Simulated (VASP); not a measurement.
# Ga2O3 (Cmcm) in VASP: single point with PBE

Aim: the single point of Ga2O3 with PBE.

Everything below comes from runs of VASP 6.6.1. Logs are shortened: lines on timing, memory, paths and dates and some standing lists are left out, and cuts for length are marked.

## (1) The cell of the first run

Symmetry: Cmcm, No. 63, orthorhombic system. The conventional cell has a = 2.815 Å, b = 9.385 Å, c = 7.314 Å, α = 90.00°, β = 90.00°, γ = 90.00°. Within 2.7 Å of Ga (site symmetry m2m) lie 8 O at 1.96 to 2.62 Å. Ga (site symmetry 2/m) has 6 O at 1.98 to 2.09 Å within 2.6 Å. O (site symmetry m) has 5 Ga at 1.98 to 2.62 Å and 11 O at 2.55 to 2.98 Å within 3.0 Å. Within 2.6 Å of O (site symmetry m2m) lie 4 Ga at 1.96 to 2.09 Å.

## (2) Single point, PBE

Contents of INCAR:

```
PREC = Accurate ; ENCUT = 520
EDIFF = 1E-6 ; ISMEAR = 0
SIGMA = 0.02 ; LREAL = False
LASPH = True ; NELM = 60
ALGO = Normal ; ISIF = 2
LWAVE = False ; LCHARG = False
GGA = PE ; NBANDS = 55
```

Contents of KPOINTS:

```
regular mesh
0
Gamma
  10 10 4
```

Contents of POSCAR:

```
Ga2O3
1.0
    1.4075619356     -4.6925418789      0.0000000000
    1.4075619356      4.6925418789      0.0000000000
    0.0000000000      0.0000000000      7.3141486132
Ga O
4 6
Direct
    0.2473387136      0.7526612864      0.7500000000
    0.7526612864      0.2473387136      0.2500000000
    0.0000000000      0.0000000000      0.0000000000
    0.0000000000      0.0000000000      0.5000000000
    0.3636667701      0.6363332299      0.4246293813
    0.6363332299      0.3636667701      0.5753706187
    0.6363332299      0.3636667701      0.9246293813
    0.3636667701      0.6363332299      0.0753706187
    0.1079686947      0.8920313053      0.2500000000
    0.8920313053      0.1079686947      0.7500000000
```

Potentials or basis: VASP PAW PBE potentials, release 64 (Ga_d, O).

Started as:

```console
> cat potpaw_PBE.64/Ga_d/POTCAR potpaw_PBE.64/O/POTCAR > POTCAR
> mpirun -np 1 vasp_std > vasp.out
```

OUTCAR:

```text
PREC = Accurate
   ENCUT = 520
   EDIFF = 1E-6
   ISMEAR = 0
   LREAL = False
   LASPH = True
   NELM = 60
   ISIF = 2
   GGA = PE

 ion  position               nearest neighbor table
   1  0.247  0.753  0.750-  10 1.96  10 1.96   7 2.17   6 2.17   6 2.17   7 2.17
   2  0.753  0.247  0.250-   9 1.96   9 1.96   5 2.17   5 2.17   8 2.17   8 2.17
   3  0.000  0.000  0.000-   7 1.98   8 1.98   7 1.98   8 1.98   9 2.09  10 2.09
   4  0.000  0.000  0.500-   6 1.98   5 1.98   6 1.98   5 1.98   9 2.09  10 2.09
   5  0.364  0.636  0.425-   4 1.98   4 1.98   2 2.17   2 2.17
   6  0.636  0.364  0.575-   4 1.98   4 1.98   1 2.17   1 2.17
   7  0.636  0.364  0.925-   3 1.98   3 1.98   1 2.17   1 2.17
   8  0.364  0.636  0.075-   3 1.98   3 1.98   2 2.17   2 2.17
   9  0.108  0.892  0.250-   2 1.96   2 1.96   4 2.09   3 2.09
  10  0.892  0.108  0.750-   1 1.96   1 1.96   4 2.09   3 2.09

  LATTYP: Found a base centered orthorhombic cell.
 ALAT       =     2.8151238712
 B/A-ratio  =     3.3338084529
 C/A-ratio  =     2.5981622649

  Lattice vectors:

 A1 = (   1.4075619356,  -4.6925418789,   0.0000000000)
 A2 = (   1.4075619356,   4.6925418789,   0.0000000000)
 A3 = (   0.0000000000,   0.0000000000,   7.3141486132)

Analysis of symmetry for initial positions (statically):
=====================================================================
 Subroutine PRICEL returns:
 Original cell was already a primitive cell.

 Routine SETGRP: Setting up the symmetry group for a
 base centered orthorhombic supercell.

 Subroutine GETGRP returns: Found  8 space group operations
 (whereof  4 operations were pure point group operations)
 out of a pool of  8 trial point group operations.

The static configuration has the point symmetry C_2h.
 The point group associated with its full space group is D_2h.

Analysis of symmetry for dynamics (positions and initial velocities):
=====================================================================
 Subroutine PRICEL returns:
 Original cell was already a primitive cell.

 Routine SETGRP: Setting up the symmetry group for a
 base centered orthorhombic supercell.

 Subroutine GETGRP returns: Found  8 space group operations
 (whereof  4 operations were pure point group operations)
 out of a pool of  8 trial point group operations.

The dynamic configuration has the point symmetry C_2h.
 The point group associated with its full space group is D_2h.

 Subroutine INISYM returns: Found  8 space group operations
 (whereof  4 operations are pure point group operations),
 and found     1 'primitive' translations

----------------------------------------------------------------------------------------

                                     Primitive cell

  volume of cell :      96.6205

  direct lattice vectors                    reciprocal lattice vectors
     1.407561936 -4.692541879  0.000000000     0.355224156 -0.106552059  0.000000000
     1.407561936  4.692541879  0.000000000     0.355224156  0.106552059  0.000000000
     0.000000000  0.000000000  7.314148613     0.000000000  0.000000000  0.136721313

  length of vectors
     4.899099906  4.899099906  7.314148613     0.370860543  0.370860543  0.136721313

  position of ions in fractional coordinates (direct lattice)
     0.247338714  0.752661286  0.750000000
     0.752661286  0.247338714  0.250000000
     0.000000000  0.000000000  0.000000000
     0.000000000  0.000000000  0.500000000
     0.363666770  0.636333230  0.424629381
     0.636333230  0.363666770  0.575370619
     0.636333230  0.363666770  0.924629381
     0.363666770  0.636333230  0.075370619
     0.107968695  0.892031305  0.250000000
     0.892031305  0.107968695  0.750000000

  ion indices of the primitive-cell ions
   primitive index   ion index
                 1           1
                 2           2
                 3           3
                 4           4
                 5           5
                 6           6
                 7           7
                 8           8
                 9           9
                10          10

----------------------------------------------------------------------------------------

 KPOINTS: regular mesh

Automatic generation of k-mesh.
 Grid dimensions read from file:
 generate k-points for:   10   10    4

 Generating k-lattice:

  Cartesian coordinates                     Fractional coordinates (reciprocal lattice)
     0.035522416 -0.010655206  0.000000000     0.100000000  0.000000000  0.000000000
     0.035522416  0.010655206  0.000000000     0.000000000  0.100000000  0.000000000
     0.000000000  0.000000000  0.034180328     0.000000000  0.000000000  0.250000000

  Length of vectors
     0.037086054  0.037086054  0.034180328

  Shift w.r.t. Gamma in fractional coordinates (k-lattice)
     0.000000000  0.000000000  0.000000000

 Subroutine IBZKPT returns following result:
 ===========================================

 Found     93 irreducible k-points:

 Following reciprocal coordinates:
            Coordinates               Weight
  0.000000  0.000000  0.000000      1.000000
  0.100000 -0.000000  0.000000      4.000000
  0.200000 -0.000000  0.000000      4.000000
  0.300000 -0.000000  0.000000      4.000000
  0.400000 -0.000000  0.000000      4.000000
  0.500000 -0.000000  0.000000      2.000000
[... 16 lines left out ...]
  0.300000  0.300000  0.000000      2.000000
  0.400000  0.300000  0.000000      4.000000
 [... further k-points ...]
   k-points           NKPTS =     93   k-points in BZ     NKDIM =     93   number of bands    NBANDS=     55
   number of dos      NEDOS =    301   number of ions     NIONS =     10
   total plane-waves  NPLWV =  69984
   dimension x,y,z NGX =    36 NGY =   36 NGZ =   54
   dimension x,y,z NGXF=    72 NGYF=   72 NGZF=  108
   ions per type =               4   6
   NGX,Y,Z   is equivalent  to a cutoff of  12.22, 12.22, 12.27 a.u.
   NGXF,Y,Z  is equivalent  to a cutoff of  24.43, 24.43, 24.55 a.u.
 SYSTEM =  unknown system
   PREC   = accura    normal or accurate (medium, high low for compatibility)
   ISTART =      0    job   : 0-new  1-cont  2-samecut
   ICHARG =      2    charge: 1-file 2-atom 10-const
   ISPIN  =      1    spin polarized calculation?
   LNONCOLLINEAR =      F non collinear calculations
   LSORBIT =      F    spin-orbit coupling
   LASPH  =      T    aspherical Exc in radial PAW
   ENCUT  =  520.0 eV  38.22 Ry    6.18 a.u.   9.11  9.11 13.60*2*pi/ulx,y,z
   NELM   =     60;   NELMIN=  2; NELMDL= -5     # of ELM steps
   EDIFF  = 0.1E-05   stopping-criterion for ELM
   LREAL  =      F    real-space projection
   EDIFFG = 0.1E-04   stopping-criterion for IOM
   NSW    =      0    number of steps for IOM
   IBRION =     -1    ionic relax: 0-MD 1-quasi-New 2-CG
   NFREE  =      0    steps in history (QN), initial steepest desc. (CG)
   ISIF   =      2    stress and relaxation
   ISYM   =      2    0-nonsym 1-usesym 2-fastsym
   POTIM  = 0.5000    time-step for ionic-motion
   TEBEG  =    0.0;   TEEND  =   0.0 temperature during run
   PSTRESS=    0.0 pullay stress
   NELECT =      88.0000    total number of electrons
   NUPDOWN=      -1.0000    fix difference up-down
   EMIN   =  10.00;   EMAX   =-10.00  energy-range for DOS
   EFERMI =   0.00;   METHOD = LEGACY
   ISMEAR =     0;   SIGMA  =   0.02  broadening in eV -4-tet -1-fermi 0-gaus
   EFERMI_NEDOS =   21; number of points for ismear=-14 and -15
   IALGO  =     38    algorithm
   IMIX   =      4    mixing-type and parameters
     AMIX     =   0.40;   BMIX     =  1.00
     AMIX_MAG =   1.60;   BMIX_MAG =  1.00
  volume/ion in A,a.u.               =       9.66        65.20
  Fermi-wavevector in a.u.,A,eV,Ry     =   1.586887  2.998781 34.262317  2.518209
  Thomas-Fermi vector in A             =   2.686129
   LORBIT       =      0    0 simple, 1 ext, 2 COOP (PROOUT), +10 PAW based schemes
   GGA     = PE    functional components
   LHFCALC =     F    Hartree Fock is set to
   AEXX    =    0.0000 exact exchange contribution
   IVDW    =     0    specifies the selected vdW correction
   LEPSILON=     F    determine dielectric tensor
   LRPA    =     F    only Hartree local field effects (RPA)
 non-spin polarized calculation
 Gauss-broadening in eV      SIGMA  =   0.02
  energy-cutoff  :      520.00
  volume of cell :       96.62
 maximum number of plane-waves:      2624
   NGX = 19   NGY = 19   NGZ = 27

 number of electron      88.0000009 magnetization

 Free energy of the ion-electron system (eV)
  ---------------------------------------------------
  ext. energy  EPLUGINS =         0.00000000
  ---------------------------------------------------
  free energy    TOTEN  =       -56.86186940 eV

  energy without entropy =      -56.86186940  energy(sigma->0) =      -56.86186940

 E-fermi :   5.4111     XC(G=0): -12.3180

 val. band max:        5.2507739552   @ k =   0.1000  -0.0000   0.0000
 cond. band min:       6.4690874533   @ k =   0.0000   0.0000   0.0000
 fundamental gap:      1.2183134982
 Fermi energy:         5.4110535280

 k-point     1 :       0.0000    0.0000    0.0000
  band No.  band energies     occupation
      1     -14.1660      2.00000
      2     -13.0060      2.00000
      3     -12.9291      2.00000
      4     -12.2609      2.00000
      5     -12.1591      2.00000
      6     -11.6888      2.00000
[... 47 lines left out ...]
     54      15.5767      0.00000
     55      17.2461      0.00000

 k-point     2 :       0.1000   -0.0000    0.0000
  band No.  band energies     occupation
      1     -14.0535      2.00000
      2     -12.9486      2.00000
      3     -12.8386      2.00000
      4     -12.2527      2.00000
      5     -12.1720      2.00000
      6     -11.7094      2.00000
[... 47 lines left out ...]
     54      15.7609      0.00000
     55      17.2522      0.00000
[... 1216 lines left out ...]
     54      15.3335      0.00000
     55      16.1601      0.00000

 k-point    24 :       0.4000    0.3000    0.0000
  band No.  band energies     occupation
      1     -12.9339      2.00000
      2     -12.7913      2.00000
      3     -12.3741      2.00000
      4     -12.2489      2.00000
      5     -12.0704      2.00000
      6     -11.9820      2.00000
[... 47 lines left out ...]
     54      15.9452      0.00000
     55      16.2126      0.00000

 [... further k-points ...]

------------------------ aborting loop because EDIFF is reached ----------------------------------------

  FORCE on cell =-STRESS in cart. coord.  units (eV):
  Direction    XX          YY          ZZ          XY          YZ          ZX
  --------------------------------------------------------------------------------------
  -------------------------------------------------------------------------------------
  Total        0.7865959      0.6120198      0.2450204      0.0000000      0.0000000      0.0000000
  in kB       13.0434602     10.1486111      4.0629683      0.0000000      0.0000000      0.0000000
  external PRESSURE =       9.0850132 kB  Pullay stress =       0.0000000 kB

 VOLUME and BASIS-vectors are now :
 -----------------------------------------------------------------------------
  energy-cutoff  :      520.00
  volume of cell :       96.62
      direct lattice vectors                 reciprocal lattice vectors
     1.407561936 -4.692541879  0.000000000     0.355224156 -0.106552059  0.000000000
     1.407561936  4.692541879  0.000000000     0.355224156  0.106552059  0.000000000
     0.000000000  0.000000000  7.314148613     0.000000000  0.000000000  0.136721313

 POSITION                                       TOTAL-FORCE (eV/Angst)
 -----------------------------------------------------------------------------------
      1.40756      2.37125      5.48561         0.000000      0.018771      0.000000
      1.40756     -2.37125      1.82854         0.000000     -0.018771      0.000000
      0.00000      0.00000      0.00000         0.000000     -0.000000      0.000000
      0.00000      0.00000      3.65707         0.000000     -0.000000      0.000000
      1.40756      1.27950      3.10580         0.000000      0.040965     -0.003507
      1.40756     -1.27950      4.20835         0.000000     -0.040965      0.003507
      1.40756     -1.27950      6.76288         0.000000     -0.040965     -0.003507
      1.40756      1.27950      0.55127         0.000000      0.040965      0.003507
      1.40756      3.67925      1.82854         0.000000      0.048077      0.000000
      1.40756     -3.67925      5.48561         0.000000     -0.048077      0.000000
 -----------------------------------------------------------------------------------
    total drift:                                0.000000     -0.000000      0.000000

  FREE ENERGIE OF THE ION-ELECTRON SYSTEM (eV)
  ---------------------------------------------------
  free  energy   TOTEN  =       -56.8618693958 eV

  energy  without entropy=      -56.8618693958  energy(sigma->0) =      -56.86186940
```

Run time: 10 min. Hardware: 1 thread of AMD EPYC 7R13 (Zen 3), shared host; peak memory 0.45 GiB.

Results:

| Property | Result |
| --- | --- |
| Free energy | -56.8619 eV |
| Pressure | 0.9 GPa |
| Largest force | 0.048 eV/Å |
| Band gap on the k mesh | 1.22 eV (least direct gap 1.24 eV) |

Forces in eV/Å, atoms in the order of the input:
```
Ga   0.000  0.019  0.000
Ga   0.000 -0.019  0.000
Ga   0.000  0.000  0.000
Ga   0.000  0.000  0.000
O    0.000  0.041 -0.004
O    0.000 -0.041  0.004
O    0.000 -0.041 -0.004
O    0.000  0.041  0.004
O    0.000  0.048  0.000
O    0.000 -0.048  0.000
```

Stress tensor (GPa, compression positive):
```
1.30 0.00 0.00
0.00 1.01 0.00
0.00 0.00 0.41
```
